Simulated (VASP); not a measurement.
# Al2Pt (Fm-3m) in VASP: settings compared

Al2Pt is run at these levels: r2SCAN, LDA; tasks: single point.

All numbers are computed with VASP 6.6.1; they aren't measurements. Logs are shortened: lines on timing, memory, paths and dates and some standing lists are left out, and cuts for length are marked.

## 1. The cell of the first run

It takes space group Fm-3m (No. 225, cubic). Conventional cell: a = 5.910 Å, b = 5.910 Å, c = 5.910 Å, α = 90.00°, β = 90.00°, γ = 90.00°. Within 3.4 Å of Pt (site symmetry m-3m) lie 8 Al at 2.56 Å. Al (site symmetry -43m) has 4 Pt at 2.56 Å and 6 Al at 2.96 Å within 3.4 Å.

## 2. Single point, r2SCAN

The input, POSCAR:

```
Al2Pt
1.0
    0.0000000000      2.9550000000      2.9550000000
    2.9550000000      0.0000000000      2.9550000000
    2.9550000000      2.9550000000      0.0000000000
Pt Al
1 2
Direct
    0.0000000000      0.0000000000      0.0000000000
    0.7500000000      0.7500000000      0.7500000000
    0.2500000000      0.2500000000      0.2500000000
```

The input, INCAR.step1:

```
ALGO     = Normal         # electronic algorithm
EDIFF    = 1E-4           # SCF threshold, eV
ENCUT    = 520            # plane-wave cutoff, eV
GGA      = PE             # functional
ISMEAR   = -1             # smearing method
LASPH    = True           # aspherical terms in the spheres
LCHARG   = False          # write CHGCAR
LREAL    = False          # projectors in reciprocal space
LWAVE    = True           # write WAVECAR
NBANDS   = 15             # bands
NELM     = 80             # most SCF steps
PREC     = Accurate       # precision mode
SIGMA    = 0.05           # smearing width, eV
```

The input, INCAR.step2:

```
ALGO     = Normal         # electronic algorithm
EDIFF    = 1E-6           # SCF threshold, eV
ENCUT    = 520            # plane-wave cutoff, eV
ISIF     = 2              # what is computed and relaxed
ISMEAR   = -1             # smearing method
ISTART   = 1            
LASPH    = True           # aspherical terms in the spheres
LCHARG   = False          # write CHGCAR
LMIXTAU  = True         
LREAL    = False          # projectors in reciprocal space
LWAVE    = False          # write WAVECAR
METAGGA  = R2SCAN         # meta-GGA
NBANDS   = 15             # bands
NELM     = 80             # most SCF steps
PREC     = Accurate       # precision mode
SIGMA    = 0.05           # smearing width, eV
```

The input, KPOINTS:

```
k-points
0
Gamma
  8 8 8
```

Potentials or basis: VASP PAW PBE potentials, release 64 (Pt, Al).

Started as:

```sh
$ cat potpaw_PBE.64/Pt/POTCAR potpaw_PBE.64/Al/POTCAR > POTCAR
$ cp INCAR.step1 INCAR
$ mpirun -np 1 vasp_std > vasp.out
$ cp INCAR.step2 INCAR
$ mpirun -np 1 vasp_std > vasp.out
```

OUTCAR:

```text
EDIFF = 1E-6
   ENCUT = 520
   ISIF = 2
   ISMEAR = -1
   ISTART = 1
   LASPH = True
   LREAL = False
   METAGGA = R2SCAN
   NELM = 80
   PREC = Accurate

 ion  position               nearest neighbor table
   1  0.000  0.000  0.000-   2 2.56   2 2.56   2 2.56   2 2.56   3 2.56   3 2.56   3 2.56   3 2.56

   2  0.750  0.750  0.750-   1 2.56   1 2.56   1 2.56   1 2.56   3 2.96   3 2.96   3 2.96   3 2.96
                             3 2.96   3 2.96
   3  0.250  0.250  0.250-   1 2.56   1 2.56   1 2.56   1 2.56   2 2.96   2 2.96   2 2.96   2 2.96
                             2 2.96   2 2.96

  LATTYP: Found a face centered cubic cell.
 ALAT       =     5.9100000000

  Lattice vectors:

 A1 = (   0.0000000000,   2.9550000000,   2.9550000000)
 A2 = (   2.9550000000,   0.0000000000,   2.9550000000)
 A3 = (   2.9550000000,   2.9550000000,   0.0000000000)

Analysis of symmetry for initial positions (statically):
=====================================================================
 Subroutine PRICEL returns:
 Original cell was already a primitive cell.

 Routine SETGRP: Setting up the symmetry group for a
 face centered cubic supercell.

 Subroutine GETGRP returns: Found 48 space group operations
 (whereof 48 operations were pure point group operations)
 out of a pool of 48 trial point group operations.

The static configuration has the point symmetry O_h .

Analysis of symmetry for dynamics (positions and initial velocities):
=====================================================================
 Subroutine PRICEL returns:
 Original cell was already a primitive cell.

 Routine SETGRP: Setting up the symmetry group for a
 face centered cubic supercell.

 Subroutine GETGRP returns: Found 48 space group operations
 (whereof 48 operations were pure point group operations)
 out of a pool of 48 trial point group operations.

The dynamic configuration has the point symmetry O_h .

 Subroutine INISYM returns: Found 48 space group operations
 (whereof 48 operations are pure point group operations),
 and found     1 'primitive' translations

----------------------------------------------------------------------------------------

                                     Primitive cell

  volume of cell :      51.6063

  direct lattice vectors                    reciprocal lattice vectors
     0.000000000  2.955000000  2.955000000    -0.169204738  0.169204738  0.169204738
     2.955000000  0.000000000  2.955000000     0.169204738 -0.169204738  0.169204738
[... 93 lines left out ...]
   ISIF   =      2    stress and relaxation
   ISYM   =      2    0-nonsym 1-usesym 2-fastsym
   POTIM  = 0.5000    time-step for ionic-motion
   TEBEG  =    0.0;   TEEND  =   0.0 temperature during run
   PSTRESS=    0.0 pullay stress
   NELECT =      16.0000    total number of electrons
   NUPDOWN=      -1.0000    fix difference up-down
   EMIN   =  10.00;   EMAX   =-10.00  energy-range for DOS
   EFERMI =   0.00;   METHOD = LEGACY
   ISMEAR =    -1;   SIGMA  =   0.05  broadening in eV -4-tet -1-fermi 0-gaus
   EFERMI_NEDOS =   21; number of points for ismear=-14 and -15
   IALGO  =     38    algorithm
   IMIX   =      4    mixing-type and parameters
     AMIX     =   0.40;   BMIX     =  1.00
     AMIX_MAG =   1.60;   BMIX_MAG =  1.00
  volume/ion in A,a.u.               =      17.20       116.09
  Fermi-wavevector in a.u.,A,eV,Ry     =   1.108019  2.093853 16.703966  1.227707
  Thomas-Fermi vector in A             =   2.244541
   LORBIT       =      0    0 simple, 1 ext, 2 COOP (PROOUT), +10 PAW based schemes
   METAGGA = R2SCAN    functional components
   LHFCALC =     F    Hartree Fock is set to
   AEXX    =    0.0000 exact exchange contribution
   IVDW    =     0    specifies the selected vdW correction
   LEPSILON=     F    determine dielectric tensor
   LRPA    =     F    only Hartree local field effects (RPA)
 non-spin polarized calculation
  energy-cutoff  :      520.00
  volume of cell :       51.61
 maximum number of plane-waves:      1411
   NGX = 15   NGY = 15   NGZ = 15

 number of electron      16.0000000 magnetization

 Free energy of the ion-electron system (eV)
  ---------------------------------------------------
  ext. energy  EPLUGINS =         0.00000000
  ---------------------------------------------------
  free energy    TOTEN  =       -67.89651341 eV

  energy without entropy =      -67.88420919  energy(sigma->0) =      -67.89036130

 E-fermi :   7.7683     XC(G=0): -11.4618

 val. band max:        7.7034026441   @ k =   0.3750   0.2500   0.0000
 cond. band min:       7.7966181511   @ k =  -0.3750   0.1250   0.0000
 fundamental gap:      0.0932155071
 Fermi energy:         7.7683092444

 k-point     1 :       0.0000    0.0000    0.0000
  band No.  band energies     occupation
      1      -2.9535      2.00000
      2       2.4716      2.00000
      3       2.4716      2.00000
      4       2.4716      2.00000
      5       3.8887      2.00000
      6       3.8887      2.00000
      7      11.4627      0.00000
      8      11.7646      0.00000
      9      11.7646      0.00000
     10      11.7646      0.00000
     11      13.5744      0.00000
     12      13.5744      0.00000
     13      13.5744      0.00000
     14      14.6955      0.00000
[... 401 lines left out ...]
      2       1.4816      2.00000
      3       2.6526      2.00000
      4       3.1625      2.00000
      5       3.4258      2.00000
      6       4.1176      2.00000
      7       4.4002      2.00000
      8       6.7826      2.00000
      9       7.9194      0.09290
     10      12.0817      0.00000
     11      13.4173      0.00000
     12      15.1242      0.00000
     13      15.6121      0.00000
     14      16.7915      0.00000
     15      17.4235      0.00000

 [... further k-points ...]
[... 5 lines left out ...]
  --------------------------------------------------------------------------------------
  -------------------------------------------------------------------------------------
  Total       -0.2104388     -0.2104388     -0.2104388     -0.0000000     -0.0000000     -0.0000000
  in kB       -6.5333214     -6.5333214     -6.5333214     -0.0000000     -0.0000000     -0.0000000
  external PRESSURE =      -6.5333214 kB  Pullay stress =       0.0000000 kB

 VOLUME and BASIS-vectors are now :
 -----------------------------------------------------------------------------
  energy-cutoff  :      520.00
  volume of cell :       51.61
      direct lattice vectors                 reciprocal lattice vectors
     0.000000000  2.955000000  2.955000000    -0.169204738  0.169204738  0.169204738
     2.955000000  0.000000000  2.955000000     0.169204738 -0.169204738  0.169204738
     2.955000000  2.955000000  0.000000000     0.169204738  0.169204738 -0.169204738

 POSITION                                       TOTAL-FORCE (eV/Angst)
 -----------------------------------------------------------------------------------
      0.00000      0.00000      0.00000        -0.000000     -0.000000     -0.000000
      4.43250      4.43250      4.43250        -0.000000     -0.000000      0.000000
      1.47750      1.47750      1.47750         0.000000      0.000000      0.000000
 -----------------------------------------------------------------------------------
    total drift:                                0.000000     -0.000000      0.000000

  FREE ENERGIE OF THE ION-ELECTRON SYSTEM (eV)
  ---------------------------------------------------
  free  energy   TOTEN  =       -67.8965134069 eV

  energy  without entropy=      -67.8842091936  energy(sigma->0) =      -67.89036130
```

Wall time 51 s (1 thread of Intel Xeon Platinum 8259CL at 2.50GHz (Skylake/Cascade Lake), shared host); peak memory 0.19 GiB.

What came out:

| Item | Value |
| --- | --- |
| Free energy | -67.8965 eV |
| Pressure | -0.7 GPa |
| Band gap on the k mesh | zero (band 8 reaches 11.76 eV, above the bottom of band 9 at 6.08 eV) |

Levels at points of the mesh, in eV from the Fermi level:
```csv
k point,band 6,band 7,band 8,band 9,band 10,band 11
"(0.00, 0.00, 0.00)",-3.88,3.69,4.00,4.00,4.00,5.81
"(0.50, 0.00, 0.00)",-3.63,-3.63,1.06,1.06,4.35,5.56
"(0.50, 0.50, 0.00)",-3.59,-3.34,-1.69,-1.69,3.58,3.76
```

Caveat: the PAW data sets were made with another functional, which shifts forces and pressure a little; spin-orbit coupling is left out, which moves the levels of the heavy elements.

## 3. Single point, r2SCAN

This run uses another cell than the first one, of 17.55 Å³/atom, 1.020 times its volume.

The input, POSCAR:

```
Al2Pt
1.0
    0.0000000000      2.9745701068      2.9745701068
    2.9745701068      0.0000000000      2.9745701068
    2.9745701068      2.9745701068      0.0000000000
Pt Al
1 2
Direct
    0.0000000000      0.0000000000      0.0000000000
    0.7500000000      0.7500000000      0.7500000000
    0.2500000000      0.2500000000      0.2500000000
```

The input, INCAR.step1:

```
SYSTEM = Al2Pt
PREC = Accurate
ENCUT = 520
ISMEAR = -1
SIGMA = 0.05
LREAL = .False.
LASPH = .True.
NELM = 100
NBANDS = 15
GGA = PE
ALGO = Normal
EDIFF = 1E-4
LWAVE = .True.
LCHARG = .False.
```

The input, INCAR.step2:

```
SYSTEM = Al2Pt
PREC = Accurate
ENCUT = 520
EDIFF = 1E-7
ISMEAR = -1
SIGMA = 0.05
LREAL = .False.
LASPH = .True.
NELM = 100
ALGO = Normal
ISIF = 2
LWAVE = .False.
LCHARG = .True.
METAGGA = R2SCAN
LMIXTAU = .True.
LELF = .True.
LVHAR = .True.
NBANDS = 15
ISTART = 1
```

The input, KPOINTS:

```
regular mesh
0
Gamma
  8 8 8
  0 0 0
```

Potentials or basis: VASP PAW PBE potentials, release 64 (Pt, Al).

Started as:

```sh
$ cat potpaw_PBE.64/Pt/POTCAR potpaw_PBE.64/Al/POTCAR > POTCAR
$ cp INCAR.step1 INCAR
$ mpirun -np 1 vasp_std > vasp.out
$ cp INCAR.step2 INCAR
$ mpirun -np 1 vasp_std > vasp.out
```

Wall time 76 s (1 thread of Intel Xeon Platinum 8259CL at 2.50GHz (Skylake/Cascade Lake), shared host); peak memory 0.19 GiB.

The run converged. Its results:

- Free energy: -67.8836 eV
- Pressure: -3.3 GPa
- Band gap on the k mesh: zero (band 8 reaches 11.52 eV, above the bottom of band 9 at 5.89 eV)

Levels at points of the mesh, in eV from the Fermi level:
```tsv
k point	band 4	band 5	band 6	band 7	band 8	band 9	band 10	band 11	band 12	band 13
(0.00, 0.00, 0.00)	-5.18	-3.79	-3.79	3.53	3.98	3.98	3.98	5.69	5.69	5.69
(0.50, 0.00, 0.00)	-4.85	-3.80	-3.55	-3.55	1.06	1.06	4.31	5.47	5.47	5.79
(0.50, 0.50, 0.00)	-3.86	-3.86	-3.52	-3.27	-1.64	-1.64	3.44	3.72	8.48	11.51
```

Caveat: the PAW data sets were made with another functional, which shifts forces and pressure a little; spin-orbit coupling is left out, which moves the levels of the heavy elements.

## 4. Single point, r2SCAN

This run uses another cell than the first one, of 17.89 Å³/atom, 1.040 times its volume.

The input, POSCAR:

```
Al2Pt
1.0
    0.0000000000      2.9938860383      2.9938860383
    2.9938860383      0.0000000000      2.9938860383
    2.9938860383      2.9938860383      0.0000000000
Pt Al
1 2
Direct
    0.0000000000      0.0000000000      0.0000000000
    0.7500000000      0.7500000000      0.7500000000
    0.2500000000      0.2500000000      0.2500000000
```

The input, INCAR.step1:

```
PREC = Accurate
ENCUT = 520
ISMEAR = -1
SIGMA = 0.05
LREAL = False
LASPH = True
NELM = 80
NBANDS = 15
GGA = PE
ALGO = Normal
EDIFF = 1E-4
LWAVE = True
LCHARG = False
```

The input, INCAR.step2:

```
PREC = Accurate
ENCUT = 520
EDIFF = 1E-6
ISMEAR = -1
SIGMA = 0.05
LREAL = False
LASPH = True
NELM = 80
ALGO = Normal
ISIF = 2
LWAVE = False
LCHARG = False
METAGGA = R2SCAN
LMIXTAU = True
NBANDS = 15
ISTART = 1
```

The input, KPOINTS:

```
regular mesh
0
Gamma
  8 8 8
```

Potentials or basis: VASP PAW PBE potentials, release 64 (Pt, Al).

Started as:

```sh
$ cat potpaw_PBE.64/Pt/POTCAR potpaw_PBE.64/Al/POTCAR > POTCAR
$ cp INCAR.step1 INCAR
$ mpirun -np 1 vasp_std > vasp.out
$ cp INCAR.step2 INCAR
$ mpirun -np 1 vasp_std > vasp.out
```

OUTCAR:

```text
PREC = Accurate
   ENCUT = 520
   EDIFF = 1E-6
   ISMEAR = -1
   LREAL = False
   LASPH = True
   NELM = 80
   ISIF = 2
   METAGGA = R2SCAN
   ISTART = 1

 ion  position               nearest neighbor table
   1  0.000  0.000  0.000-   2 2.59   3 2.59   2 2.59   2 2.59   2 2.59   3 2.59   3 2.59   3 2.59

   2  0.750  0.750  0.750-   1 2.59   1 2.59   1 2.59   1 2.59   3 2.99   3 2.99   3 2.99   3 2.99
                             3 2.99   3 2.99
   3  0.250  0.250  0.250-   1 2.59   1 2.59   1 2.59   1 2.59   2 2.99   2 2.99   2 2.99   2 2.99
                             2 2.99   2 2.99

  LATTYP: Found a face centered cubic cell.
 ALAT       =     5.9877720766

  Lattice vectors:

 A1 = (   0.0000000000,   2.9938860383,   2.9938860383)
 A2 = (   2.9938860383,   0.0000000000,   2.9938860383)
 A3 = (   2.9938860383,   2.9938860383,   0.0000000000)

Analysis of symmetry for initial positions (statically):
=====================================================================
 Subroutine PRICEL returns:
 Original cell was already a primitive cell.

 Routine SETGRP: Setting up the symmetry group for a
 face centered cubic supercell.

 Subroutine GETGRP returns: Found 48 space group operations
 (whereof 48 operations were pure point group operations)
 out of a pool of 48 trial point group operations.

The static configuration has the point symmetry O_h .

Analysis of symmetry for dynamics (positions and initial velocities):
=====================================================================
 Subroutine PRICEL returns:
 Original cell was already a primitive cell.

 Routine SETGRP: Setting up the symmetry group for a
 face centered cubic supercell.

 Subroutine GETGRP returns: Found 48 space group operations
 (whereof 48 operations were pure point group operations)
 out of a pool of 48 trial point group operations.

The dynamic configuration has the point symmetry O_h .

 Subroutine INISYM returns: Found 48 space group operations
 (whereof 48 operations are pure point group operations),
 and found     1 'primitive' translations

[... 124 lines left out ...]
   IVDW    =     0    specifies the selected vdW correction
   LEPSILON=     F    determine dielectric tensor
   LRPA    =     F    only Hartree local field effects (RPA)
 non-spin polarized calculation
  energy-cutoff  :      520.00
  volume of cell :       53.67
 maximum number of plane-waves:      1459
   NGX = 15   NGY = 15   NGZ = 15

 number of electron      16.0000001 magnetization

 Free energy of the ion-electron system (eV)
  ---------------------------------------------------
  ext. energy  EPLUGINS =         0.00000000
  ---------------------------------------------------
  free energy    TOTEN  =       -67.85441249 eV

  energy without entropy =      -67.84168625  energy(sigma->0) =      -67.84804937

 E-fermi :   7.3068     XC(G=0): -11.2792

 val. band max:        7.2320196886   @ k =   0.3750   0.2500   0.0000
 cond. band min:       7.3266824046   @ k =   0.2500   0.2500   0.0000
 fundamental gap:      0.0946627160
 Fermi energy:         7.3067691170

 k-point     1 :       0.0000    0.0000    0.0000
  band No.  band energies     occupation
      1      -3.1273      2.00000
      2       2.2289      2.00000
      3       2.2289      2.00000
      4       2.2289      2.00000
      5       3.6004      2.00000
      6       3.6004      2.00000
      7      10.6866      0.00000
      8      11.2758      0.00000
      9      11.2758      0.00000
     10      11.2758      0.00000
     11      12.8880      0.00000
     12      12.8880      0.00000
     13      12.8880      0.00000
     14      14.0939      0.00000
[... 401 lines left out ...]
      2       1.1947      2.00000
      3       2.4168      2.00000
      4       2.8934      2.00000
      5       3.1194      2.00000
      6       3.8070      2.00000
      7       4.0650      2.00000
      8       6.3347      2.00000
      9       7.4656      0.08010
     10      11.5134      0.00000
     11      12.7542      0.00000
     12      14.5035      0.00000
     13      14.9904      0.00000
     14      16.1336      0.00000
     15      16.6083      0.00000

 [... further k-points ...]
[... 5 lines left out ...]
  --------------------------------------------------------------------------------------
  -------------------------------------------------------------------------------------
  Total       -1.9049160     -1.9049160     -1.9049160      0.0000000      0.0000000      0.0000000
  in kB      -56.8657290    -56.8657290    -56.8657290      0.0000000      0.0000000      0.0000000
  external PRESSURE =     -56.8657290 kB  Pullay stress =       0.0000000 kB

 VOLUME and BASIS-vectors are now :
 -----------------------------------------------------------------------------
  energy-cutoff  :      520.00
  volume of cell :       53.67
      direct lattice vectors                 reciprocal lattice vectors
     0.000000000  2.993886038  2.993886038    -0.167007025  0.167007025  0.167007025
     2.993886038  0.000000000  2.993886038     0.167007025 -0.167007025  0.167007025
     2.993886038  2.993886038  0.000000000     0.167007025  0.167007025 -0.167007025

 POSITION                                       TOTAL-FORCE (eV/Angst)
 -----------------------------------------------------------------------------------
      0.00000      0.00000      0.00000         0.000000      0.000000     -0.000000
      4.49083      4.49083      4.49083         0.000000      0.000000      0.000000
      1.49694      1.49694      1.49694        -0.000000     -0.000000     -0.000000
 -----------------------------------------------------------------------------------
    total drift:                                0.000000     -0.000000      0.000000

  FREE ENERGIE OF THE ION-ELECTRON SYSTEM (eV)
  ---------------------------------------------------
  free  energy   TOTEN  =       -67.8544124930 eV

  energy  without entropy=      -67.8416862523  energy(sigma->0) =      -67.84804937
```

OUTCAR.step1:

```text
PREC = Accurate
   ENCUT = 520
   ISMEAR = -1
   LREAL = False
   LASPH = True
   NELM = 80
[... 657 lines left out ...]
      0.00000      0.00000      0.00000        -0.000000     -0.000000     -0.000000
      4.49083      4.49083      4.49083         0.000000      0.000000      0.000000
      1.49694      1.49694      1.49694        -0.000000     -0.000000     -0.000000
 -----------------------------------------------------------------------------------
    total drift:                                0.000000     -0.000000      0.000000

  FREE ENERGIE OF THE ION-ELECTRON SYSTEM (eV)
  ---------------------------------------------------
  free  energy   TOTEN  =       -16.2353466769 eV

  energy  without entropy=      -16.2223062368  energy(sigma->0) =      -16.22882646
```

Run time: 63 s. Hardware: 1 thread of Intel Xeon Platinum 8259CL at 2.50GHz (Skylake/Cascade Lake), shared host; peak memory 0.19 GiB.

What came out:

```yaml
Free_energy: -67.8544 eV
Pressure: -5.7 GPa
Band_gap_on_the_k_mesh: zero (band 8 reaches 11.28 eV, above the bottom of band 9 at 5.70 eV)
```

Levels at points of the mesh, in eV from the Fermi level:
| k point | band 6 | band 7 | band 8 | band 9 | band 10 | band 11 |
| --- | --- | --- | --- | --- | --- | --- |
| (0.00, 0.00, 0.00) | -3.71 | 3.38 | 3.97 | 3.97 | 3.97 | 5.58 |
| (0.50, 0.00, 0.00) | -3.47 | -3.47 | 1.07 | 1.07 | 4.27 | 5.39 |
| (0.50, 0.50, 0.00) | -3.46 | -3.21 | -1.60 | -1.60 | 3.30 | 3.69 |

Caveat: the PAW data sets were made with another functional, which shifts forces and pressure a little; spin-orbit coupling is left out, which moves the levels of the heavy elements.

[end of part 1 of 2]
